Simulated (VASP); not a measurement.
# Ge (Cmmm) in VASP: relaxation of cell and atoms with PBE

Aim: the relaxation of cell and atoms of Ge with PBE.

Everything below comes from runs of VASP 6.6.1. Logs are shortened: lines on timing, memory, paths and dates and some standing lists are left out, and cuts for length are marked.

## Step 1: The cell of the first run

Symmetry: Cmmm, No. 65, orthorhombic system. The conventional cell has a = 2.794 Å, b = 5.201 Å, c = 2.698 Å, α = 90.00°, β = 90.00°, γ = 90.00°. Within 3.6 Å of Ge (site symmetry mmm) lie 8 Ge at 2.70 to 2.95 Å.

## Step 2: Relaxation of cell and atoms, PBE

The input, INCAR:

```
SYSTEM = Ge
PREC = Accurate
ENCUT = 500
EDIFF = 1E-7
ISMEAR = 0
SIGMA = 0.15
LREAL = .FALSE.
LASPH = .TRUE.
NELM = 120
ALGO = Normal
ISIF = 3
LWAVE = .FALSE.
LCHARG = .FALSE.
GGA = PE
IBRION = 2
NSW = 80
EDIFFG = -0.01
GGA_COMPAT = .FALSE.
NELMIN = 4
```

The input, KPOINTS:

```
regular mesh
0
G
  18 18 16
  0 0 0
```

The input, POSCAR:

```
Ge
1.0
    1.3971490000     -2.6005160000      0.0000000000
    1.3971490000      2.6005160000      0.0000000000
    0.0000000000      0.0000000000      2.6982310000
Ge
1
Direct
    0.5000000000      0.5000000000      0.0000000000
```

Potentials or basis: VASP PAW PBE potentials, release 64 (Ge_d).

The run is started by

```
> cat potpaw_PBE.64/Ge_d/POTCAR > POTCAR
> mpirun -np 1 vasp_std > vasp.out
```

OUTCAR:

```text
SYSTEM = Ge
   PREC = Accurate
   ENCUT = 500
   EDIFF = 1E-7
   ISMEAR = 0
   LREAL = .FALSE.
   LASPH = .TRUE.
   NELM = 120
   ISIF = 3
   GGA = PE
   IBRION = 2
   NSW = 80
   EDIFFG = -0.01
   NELMIN = 4

 ion  position               nearest neighbor table
   1  0.500  0.500  0.000-

  LATTYP: Found a base centered orthorhombic cell.
 ALAT       =     2.7942980000
 B/A-ratio  =     1.8613018368
 C/A-ratio  =     0.9656203454

  Lattice vectors:

 A1 = (   1.3971490000,  -2.6005160000,   0.0000000000)
 A2 = (   1.3971490000,   2.6005160000,   0.0000000000)
 A3 = (   0.0000000000,   0.0000000000,   2.6982310000)

Analysis of symmetry for initial positions (statically):
=====================================================================
 Subroutine PRICEL returns:
 Original cell was already a primitive cell.

 Routine SETGRP: Setting up the symmetry group for a
 base centered orthorhombic supercell.

 Subroutine GETGRP returns: Found  8 space group operations
 (whereof  8 operations were pure point group operations)
 out of a pool of  8 trial point group operations.

The static configuration has the point symmetry D_2h.

Analysis of symmetry for dynamics (positions and initial velocities):
=====================================================================
 Subroutine PRICEL returns:
 Original cell was already a primitive cell.

 Routine SETGRP: Setting up the symmetry group for a
 base centered orthorhombic supercell.

 Subroutine GETGRP returns: Found  8 space group operations
 (whereof  8 operations were pure point group operations)
 out of a pool of  8 trial point group operations.

The dynamic configuration has the point symmetry D_2h.

 Subroutine INISYM returns: Found  8 space group operations
 (whereof  8 operations are pure point group operations),
 and found     1 'primitive' translations

----------------------------------------------------------------------------------------

                                     Primitive cell

  volume of cell :      19.6070

  direct lattice vectors                    reciprocal lattice vectors
     1.397149000 -2.600516000  0.000000000     0.357871637 -0.192269534  0.000000000
     1.397149000  2.600516000  0.000000000     0.357871637  0.192269534  0.000000000
[... 95 lines left out ...]
   NUPDOWN=      -1.0000    fix difference up-down
   EMIN   =  10.00;   EMAX   =-10.00  energy-range for DOS
   EFERMI =   0.00;   METHOD = LEGACY
   ISMEAR =     0;   SIGMA  =   0.15  broadening in eV -4-tet -1-fermi 0-gaus
   EFERMI_NEDOS =   21; number of points for ismear=-14 and -15
   IALGO  =     38    algorithm
   IMIX   =      4    mixing-type and parameters
     AMIX     =   0.40;   BMIX     =  1.00
     AMIX_MAG =   1.60;   BMIX_MAG =  1.00
  volume/ion in A,a.u.               =      19.61       132.31
  Fermi-wavevector in a.u.,A,eV,Ry     =   1.463234  2.765111 29.130796  2.141053
  Thomas-Fermi vector in A             =   2.579353
   LORBIT       =      0    0 simple, 1 ext, 2 COOP (PROOUT), +10 PAW based schemes
   GGA     = PE    functional components
   LHFCALC =     F    Hartree Fock is set to
   AEXX    =    0.0000 exact exchange contribution
   IVDW    =     0    specifies the selected vdW correction
   LEPSILON=     F    determine dielectric tensor
   LRPA    =     F    only Hartree local field effects (RPA)
 conjugate gradient relaxation of ions
 non-spin polarized calculation
 Gauss-broadening in eV      SIGMA  =   0.15
  energy-cutoff  :      500.00
  volume of cell :       19.61
 maximum number of plane-waves:       510
 NGX is ok and might be reduce to    24
   NGX = 11   NGY = 11   NGZ =  9

--------------------------------------- Ionic step        1  -------------------------------------------

 number of electron      14.0000003 magnetization

 Free energy of the ion-electron system (eV)
  ---------------------------------------------------
  ext. energy  EPLUGINS =         0.00000000
  ---------------------------------------------------
  free energy    TOTEN  =        -4.26903860 eV

  energy without entropy =       -4.26406425  energy(sigma->0) =       -4.26655143

------------------------ aborting loop because EDIFF is reached ----------------------------------------

  FORCE on cell =-STRESS in cart. coord.  units (eV):
  Direction    XX          YY          ZZ          XY          YZ          ZX
  --------------------------------------------------------------------------------------
  -------------------------------------------------------------------------------------
  Total        0.0914446     -0.2936337     -0.0523212      0.0000000      0.0000000      0.0000000
  in kB        7.4723476    -23.9941366     -4.2754030      0.0000000      0.0000000      0.0000000
  external PRESSURE =      -6.9323973 kB  Pullay stress =       0.0000000 kB
[... 197 lines left out ...]
--------------------------------------- Ionic step        7  -------------------------------------------

 number of electron      13.9999998 magnetization

 Free energy of the ion-electron system (eV)
  ---------------------------------------------------
  ext. energy  EPLUGINS =         0.00000000
  ---------------------------------------------------
  free energy    TOTEN  =        -4.27580585 eV

  energy without entropy =       -4.27075946  energy(sigma->0) =       -4.27328265

 E-fermi :   6.3771     XC(G=0): -11.1062

 val. band max:        6.3752586096   @ k =  -0.3333   0.1111   0.0000
 cond. band min:       6.3777716449   @ k =   0.3889   0.3333   0.3750
 fundamental gap:      0.0025130353
 Fermi energy:         6.3771154720

 k-point     1 :       0.0000    0.0000    0.0000
  band No.  band energies     occupation
      1     -18.3955      2.00000
      2     -18.3137      2.00000
      3     -18.3050      2.00000
      4     -18.1720      2.00000
      5     -18.1692      2.00000
      6      -6.6070      2.00000
      7      12.9610      0.00000
      8      14.3771      0.00000
      9      14.5989      0.00000
     10      16.5070      0.00000
     11      20.2019      0.00000
[... 309 lines left out ...]
 k-point    24 :      -0.2222    0.0556    0.0000
  band No.  band energies     occupation
      1     -18.3763      2.00000
      2     -18.3141      2.00000
      3     -18.2683      2.00000
      4     -18.1874      2.00000
      5     -18.1753      2.00000
      6      -5.6593      2.00000
      7       9.1168      0.00000
      8      11.7932      0.00000
      9      13.8619      0.00000
     10      17.0921      0.00000
     11      18.3142      0.00000

 [... further k-points ...]
[... 5 lines left out ...]
  --------------------------------------------------------------------------------------
  -------------------------------------------------------------------------------------
  Total        0.0062122      0.0006353      0.0042911      0.0000000      0.0000000      0.0000000
  in kB        0.5143259      0.0525974      0.3552726      0.0000000      0.0000000      0.0000000
  external PRESSURE =       0.3073987 kB  Pullay stress =       0.0000000 kB
[... 16 lines left out ...]
  FREE ENERGIE OF THE ION-ELECTRON SYSTEM (eV)
  ---------------------------------------------------
  free  energy   TOTEN  =        -4.2758058486 eV

  energy  without entropy=       -4.2707594613  energy(sigma->0) =       -4.27328265

 reached required accuracy - stopping structural energy minimisation
```

OSZICAR:

```text
N       E                     dE             d eps       ncg     rms          rms(c)
DAV:   1     0.533100388091E+02    0.53310E+02   -0.75146E+03 18491   0.340E+03
DAV:   2    -0.972690938465E-01   -0.53407E+02   -0.51647E+02 18558   0.375E+02
[... 55 lines left out ...]
   6 F= -.42757662E+01 E0= -.42732782E+01  d E =-.135263E-02
       N       E                     dE             d eps       ncg     rms          rms(c)
DAV:   1    -0.427677977679E+01   -0.10136E-02   -0.14368E-02 21638   0.209E+00    0.185E-01
DAV:   2    -0.427609610178E+01    0.68368E-03   -0.71093E-04 23994   0.636E-01    0.105E-01
DAV:   3    -0.427580953881E+01    0.28656E-03   -0.38872E-04 23229   0.520E-01    0.160E-02
DAV:   4    -0.427580577696E+01    0.37618E-05   -0.39558E-05 20556   0.131E-01    0.657E-03
DAV:   5    -0.427580584859E+01   -0.71635E-07   -0.77461E-07 24631   0.158E-02
   7 F= -.42758058E+01 E0= -.42732827E+01  d E =-.396193E-04
```

Run time: 14 min. Hardware: 1 thread of Oxide Virtual Turin-like, shared host; peak memory 0.25 GiB.

Results:

| Quantity | Value |
| --- | --- |
| Free energy | -4.2758 eV |
| Relaxed volume | 19.35 Å³/atom |
| Relaxed cell | a = 2.888 Å, b = 2.888 Å, c = 2.696 Å, α = 90.00°, β = 90.00°, γ = 120.59° |
| Space group after relaxing (to 0.1 Å) | P6/mmm (No. 191) |
| Energy gained by relaxing | 6.8 meV/atom |
| Ionic steps | 7 |
| Pressure after relaxing | 0.0 GPa |
| Band gap on the k mesh | zero (bands 7 and 8 overlap by 10.01 eV) |

The path:
```
step  energy change (eV)  largest force (eV/Å)  pressure (GPa)  volume (Å³)
   1              0.0000                0.0000           -0.69        19.61
   2             -0.0038                0.0000            0.02        19.37
   3             -0.0054                0.0000            0.82        19.13
   4             -0.0067                0.0000            0.02        19.35
   5             -0.0067                0.0000           -0.14        19.39
   6             -0.0067                0.0000           -0.12        19.38
   7             -0.0068                0.0000            0.03        19.35
```

Final structure:
```
Ge
1.0
     1.43086   -2.50820    0.00000
     1.43086    2.50820    0.00000
     0.00000    0.00000    2.69605
Ge
1
Direct
  0.50000 0.50000 0.00000
```
